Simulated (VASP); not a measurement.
# Ge (I4_1/amd) in VASP: notebook

Runs on Ge. Level: PBEsol. Tasks: single point.

All numbers are computed with VASP 6.6.1; they aren't measurements. Logs are shortened: lines on timing, memory, paths and dates and some standing lists are left out, and cuts for length are marked.

### Step 1. The cell of the first run

Symmetry: I4_1/amd, No. 141, tetragonal system. Conventional cell: a = 5.149 Å, b = 5.149 Å, c = 2.767 Å, α = 90.00°, β = 90.00°, γ = 90.00°. Within 3.5 Å of Ge (site symmetry -4m2) lie 10 Ge at 2.67 to 3.31 Å.

### Step 2. Single point, PBEsol

INCAR

```
  ALGO = Normal
  EDIFF = 1E-7
  ENCUT = 520
  GGA = PS
  ISIF = 2
  ISMEAR = -1
  LASPH = True
  LCHARG = False
  LREAL = False
  LWAVE = False
  NBANDS = 21
  NELM = 60
  PREC = Accurate
  SIGMA = 0.05
```

KPOINTS

```
k-points
0
Gamma
  9 9 9
```

POSCAR

```
Ge
1.0
   -2.5744897190      2.5744897190      1.3834385168
    2.5744897190     -2.5744897190      1.3834385168
    2.5744897190      2.5744897190     -1.3834385168
Ge
2
Direct
    0.5000000000      0.5000000000      0.0000000000
    0.2500000000      0.7500000000      0.5000000000
```

Potentials or basis: VASP PAW PBE potentials, release 64 (Ge_d).

On the command line:

```console
cat potpaw_PBE.64/Ge_d/POTCAR > POTCAR
mpirun -np 1 vasp_std > vasp.out
```

OUTCAR:

```text
EDIFF = 1E-7
   ENCUT = 520
   GGA = PS
   ISIF = 2
   ISMEAR = -1
   LASPH = True
   LREAL = False
   NELM = 60
   PREC = Accurate

 ion  position               nearest neighbor table
   1  0.500  0.500  0.000-   2 2.67   2 2.67   2 2.67   2 2.67
   2  0.250  0.750  0.500-   1 2.67   1 2.67   1 2.67   1 2.67

  LATTYP: Found a body centered tetragonal cell.
 ALAT       =     5.1489794380
 C/A-ratio  =     0.5373641645

  Lattice vectors:

 A1 = (  -2.5744897190,   2.5744897190,   1.3834385168)
 A2 = (   2.5744897190,  -2.5744897190,   1.3834385168)
 A3 = (   2.5744897190,   2.5744897190,  -1.3834385168)

Analysis of symmetry for initial positions (statically):
=====================================================================
 Subroutine PRICEL returns:
 Original cell was already a primitive cell.

 Routine SETGRP: Setting up the symmetry group for a
 body centered tetragonal supercell.

 Subroutine GETGRP returns: Found 16 space group operations
 (whereof  8 operations were pure point group operations)
 out of a pool of 16 trial point group operations.

The static configuration has the point symmetry D_2d.
 The point group associated with its full space group is D_4h.

Analysis of symmetry for dynamics (positions and initial velocities):
=====================================================================
 Subroutine PRICEL returns:
 Original cell was already a primitive cell.

 Routine SETGRP: Setting up the symmetry group for a
 body centered tetragonal supercell.

 Subroutine GETGRP returns: Found 16 space group operations
 (whereof  8 operations were pure point group operations)
 out of a pool of 16 trial point group operations.

The dynamic configuration has the point symmetry D_2d.
 The point group associated with its full space group is D_4h.

 Subroutine INISYM returns: Found 16 space group operations
 (whereof  8 operations are pure point group operations),
 and found     1 'primitive' translations

----------------------------------------------------------------------------------------

                                     Primitive cell

  volume of cell :      36.6777

  direct lattice vectors                    reciprocal lattice vectors
    -2.574489719  2.574489719  1.383438517     0.000000000  0.194213244  0.361418302
     2.574489719 -2.574489719  1.383438517     0.194213244  0.000000000  0.361418302
     2.574489719  2.574489719 -1.383438517     0.194213244  0.194213244  0.000000000

  length of vectors
     3.894855165  3.894855165  3.894855165     0.410294983  0.410294983  0.274659004

  position of ions in fractional coordinates (direct lattice)
     0.500000000  0.500000000  0.000000000
     0.250000000  0.750000000  0.500000000

  ion indices of the primitive-cell ions
   primitive index   ion index
                 1           1
                 2           2

----------------------------------------------------------------------------------------

 KPOINTS: k-points

Automatic generation of k-mesh.
 Grid dimensions read from file:
 generate k-points for:    9    9    9

 Generating k-lattice:

  Cartesian coordinates                     Fractional coordinates (reciprocal lattice)
     0.000000000  0.021579249  0.040157589     0.111111111 -0.000000000  0.000000000
     0.021579249  0.000000000  0.040157589    -0.000000000  0.111111111  0.000000000
     0.021579249  0.021579249  0.000000000     0.000000000  0.000000000  0.111111111

  Length of vectors
     0.045588331  0.045588331  0.030517667

  Shift w.r.t. Gamma in fractional coordinates (k-lattice)
     0.000000000  0.000000000  0.000000000

 Subroutine IBZKPT returns following result:
 ===========================================

 Found     75 irreducible k-points:

 Following reciprocal coordinates:
            Coordinates               Weight
  0.000000  0.000000  0.000000      1.000000
  0.111111 -0.000000  0.000000      8.000000
  0.222222 -0.000000  0.000000      8.000000
  0.333333  0.000000  0.000000      8.000000
  0.444444 -0.000000  0.000000      8.000000
  0.111111  0.111111  0.000000      8.000000
[... 16 lines left out ...]
 -0.333333  0.333333  0.000000      4.000000
  0.444444  0.444444  0.000000      8.000000
 [... further k-points ...]
   k-points           NKPTS =     75   k-points in BZ     NKDIM =     75   number of bands    NBANDS=     21
   number of dos      NEDOS =    301   number of ions     NIONS =      2
   total plane-waves  NPLWV =  27000
   dimension x,y,z NGX =    30 NGY =   30 NGZ =   30
   dimension x,y,z NGXF=    60 NGYF=   60 NGZF=   60
   ions per type =               2
   NGX,Y,Z   is equivalent  to a cutoff of  12.81, 12.81, 12.81 a.u.
   NGXF,Y,Z  is equivalent  to a cutoff of  25.61, 25.61, 25.61 a.u.
 SYSTEM =  unknown system
   PREC   = accura    normal or accurate (medium, high low for compatibility)
   ISTART =      0    job   : 0-new  1-cont  2-samecut
   ICHARG =      2    charge: 1-file 2-atom 10-const
   ISPIN  =      1    spin polarized calculation?
   LNONCOLLINEAR =      F non collinear calculations
   LSORBIT =      F    spin-orbit coupling
   LASPH  =      T    aspherical Exc in radial PAW
   ENCUT  =  520.0 eV  38.22 Ry    6.18 a.u.   7.24  7.24  7.24*2*pi/ulx,y,z
   NELM   =     60;   NELMIN=  2; NELMDL= -5     # of ELM steps
   EDIFF  = 0.1E-06   stopping-criterion for ELM
   LREAL  =      F    real-space projection
   EDIFFG = 0.1E-05   stopping-criterion for IOM
   NSW    =      0    number of steps for IOM
   IBRION =     -1    ionic relax: 0-MD 1-quasi-New 2-CG
   NFREE  =      0    steps in history (QN), initial steepest desc. (CG)
   ISIF   =      2    stress and relaxation
   ISYM   =      2    0-nonsym 1-usesym 2-fastsym
   POTIM  = 0.5000    time-step for ionic-motion
   TEBEG  =    0.0;   TEEND  =   0.0 temperature during run
   PSTRESS=    0.0 pullay stress
   NELECT =      28.0000    total number of electrons
   NUPDOWN=      -1.0000    fix difference up-down
   EMIN   =  10.00;   EMAX   =-10.00  energy-range for DOS
   EFERMI =   0.00;   METHOD = LEGACY
   ISMEAR =    -1;   SIGMA  =   0.05  broadening in eV -4-tet -1-fermi 0-gaus
   EFERMI_NEDOS =   21; number of points for ismear=-14 and -15
   IALGO  =     38    algorithm
   IMIX   =      4    mixing-type and parameters
     AMIX     =   0.40;   BMIX     =  1.00
     AMIX_MAG =   1.60;   BMIX_MAG =  1.00
  volume/ion in A,a.u.               =      18.34       123.76
  Fermi-wavevector in a.u.,A,eV,Ry     =   1.496213  2.827433 30.458731  2.238654
  Thomas-Fermi vector in A             =   2.608258
   LORBIT       =      0    0 simple, 1 ext, 2 COOP (PROOUT), +10 PAW based schemes
   GGA     = PS    functional components
   LHFCALC =     F    Hartree Fock is set to
   AEXX    =    0.0000 exact exchange contribution
   IVDW    =     0    specifies the selected vdW correction
   LEPSILON=     F    determine dielectric tensor
   LRPA    =     F    only Hartree local field effects (RPA)
 non-spin polarized calculation
  energy-cutoff  :      520.00
  volume of cell :       36.68
 maximum number of plane-waves:      1001
 NGX is ok and might be reduce to    30
   NGX = 15   NGY = 15   NGZ = 15

 number of electron      28.0000024 magnetization

 Free energy of the ion-electron system (eV)
  ---------------------------------------------------
  ext. energy  EPLUGINS =         0.00000000
  ---------------------------------------------------
  free energy    TOTEN  =        -9.52803745 eV

  energy without entropy =       -9.52137066  energy(sigma->0) =       -9.52470406

 E-fermi :   6.7985     XC(G=0): -11.5205

 val. band max:        6.7628340469   @ k =  -0.1111  -0.2222   0.1111
 cond. band min:       6.8521922748   @ k =   0.2222   0.1111   0.0000
 fundamental gap:      0.0893582279
 Fermi energy:         6.7984797846

 k-point     1 :       0.0000    0.0000    0.0000
  band No.  band energies     occupation
      1     -17.9111      2.00000
      2     -17.8747      2.00000
      3     -17.8423      2.00000
      4     -17.8346      2.00000
      5     -17.7237      2.00000
      6     -17.7237      2.00000
[... 13 lines left out ...]
     20      18.2729      0.00000
     21      19.2889      0.00000

 k-point     2 :       0.1111   -0.0000    0.0000
  band No.  band energies     occupation
      1     -17.9061      2.00000
      2     -17.8568      2.00000
      3     -17.8281      2.00000
      4     -17.8207      2.00000
      5     -17.7370      2.00000
      6     -17.7344      2.00000
[... 13 lines left out ...]
     20      18.0126      0.00000
     21      18.4980      0.00000

 k-point     3 :       0.2222   -0.0000    0.0000
  band No.  band energies     occupation
      1     -17.8916      2.00000
      2     -17.8178      2.00000
      3     -17.8120      2.00000
      4     -17.7833      2.00000
      5     -17.7617      2.00000
      6     -17.7376      2.00000
[... 13 lines left out ...]
     20      16.0450      0.00000
     21      17.3620      0.00000

 k-point     4 :       0.3333    0.0000    0.0000
  band No.  band energies     occupation
      1     -17.8761      2.00000
      2     -17.8053      2.00000
      3     -17.7989      2.00000
      4     -17.7909      2.00000
      5     -17.7732      2.00000
      6     -17.7491      2.00000
[... 13 lines left out ...]
     20      14.8515      0.00000
     21      18.3292      0.00000

 k-point     5 :       0.4444   -0.0000    0.0000
  band No.  band energies     occupation
      1     -17.8663      2.00000
      2     -17.8190      2.00000
      3     -17.8170      2.00000
      4     -17.7878      2.00000
      5     -17.7612      2.00000
      6     -17.7604      2.00000
[... 13 lines left out ...]
     20      17.9041      0.00000
     21      19.2193      0.00000
[... 382 lines left out ...]
     20      19.7405      0.00000
     21      20.3167      0.00000

 k-point    22 :      -0.4444    0.3333   -0.0000
  band No.  band energies     occupation
      1     -17.8631      2.00000
      2     -17.8520      2.00000
      3     -17.8382      2.00000
      4     -17.7731      2.00000
      5     -17.7689      2.00000
      6     -17.7206      2.00000
[... 13 lines left out ...]
     20      20.4282      0.00000
     21      21.4822      0.00000

 k-point    23 :      -0.3333    0.3333    0.0000
  band No.  band energies     occupation
      1     -17.8792      2.00000
      2     -17.8646      2.00000
      3     -17.8546      2.00000
      4     -17.7859      2.00000
      5     -17.7543      2.00000
      6     -17.7132      2.00000
[... 13 lines left out ...]
     20      18.7203      0.00000
     21      18.9564      0.00000

 k-point    24 :       0.4444    0.4444    0.0000
  band No.  band energies     occupation
      1     -17.8602      2.00000
      2     -17.8588      2.00000
      3     -17.8050      2.00000
      4     -17.8036      2.00000
      5     -17.7427      2.00000
      6     -17.7379      2.00000
[... 13 lines left out ...]
     20      20.0228      0.00000
     21      20.7896      0.00000

 [... further k-points ...]

------------------------ aborting loop because EDIFF is reached ----------------------------------------

  FORCE on cell =-STRESS in cart. coord.  units (eV):
  Direction    XX          YY          ZZ          XY          YZ          ZX
  --------------------------------------------------------------------------------------
  -------------------------------------------------------------------------------------
  Total       -0.1070622     -0.1070622      0.2084613      0.0000000     -0.0000000      0.0000000
  in kB       -4.6767556     -4.6767556      9.1061316      0.0000000     -0.0000000      0.0000000
  external PRESSURE =      -0.0824598 kB  Pullay stress =       0.0000000 kB

 VOLUME and BASIS-vectors are now :
 -----------------------------------------------------------------------------
  energy-cutoff  :      520.00
  volume of cell :       36.68
      direct lattice vectors                 reciprocal lattice vectors
    -2.574489719  2.574489719  1.383438517     0.000000000  0.194213244  0.361418302
     2.574489719 -2.574489719  1.383438517     0.194213244  0.000000000  0.361418302
     2.574489719  2.574489719 -1.383438517     0.194213244  0.194213244  0.000000000

 POSITION                                       TOTAL-FORCE (eV/Angst)
 -----------------------------------------------------------------------------------
      0.00000      0.00000      1.38344        -0.000000      0.000000     -0.000000
      2.57449      0.00000      0.69172         0.000000     -0.000000      0.000000
 -----------------------------------------------------------------------------------
    total drift:                                0.000000     -0.000000      0.000000

  FREE ENERGIE OF THE ION-ELECTRON SYSTEM (eV)
  ---------------------------------------------------
  free  energy   TOTEN  =        -9.5280374525 eV

  energy  without entropy=       -9.5213706595  energy(sigma->0) =       -9.52470406
```

It took 1.7 min on 1 thread of Intel Xeon 8259CL, shared host; peak memory 0.19 GiB.

Results:

```yaml
Free_energy: -9.5280 eV
Pressure: 0.0 GPa
Band_gap_on_the_k_mesh: zero (bands 14 and 15 overlap by 4.91 eV)
```

Levels at points of the mesh, in eV from the Fermi level:
```tsv
k point	band 10	band 11	band 12	band 13	band 14	band 15	band 16	band 17	band 18	band 19
(0.00, 0.00, 0.00)	-24.39	-13.43	-4.19	-2.44	-2.44	3.15	7.53	7.53	8.38	8.60
```

Caveat: the PAW data sets were made with another functional, which shifts forces and pressure a little.

[end of part 1 of 2]
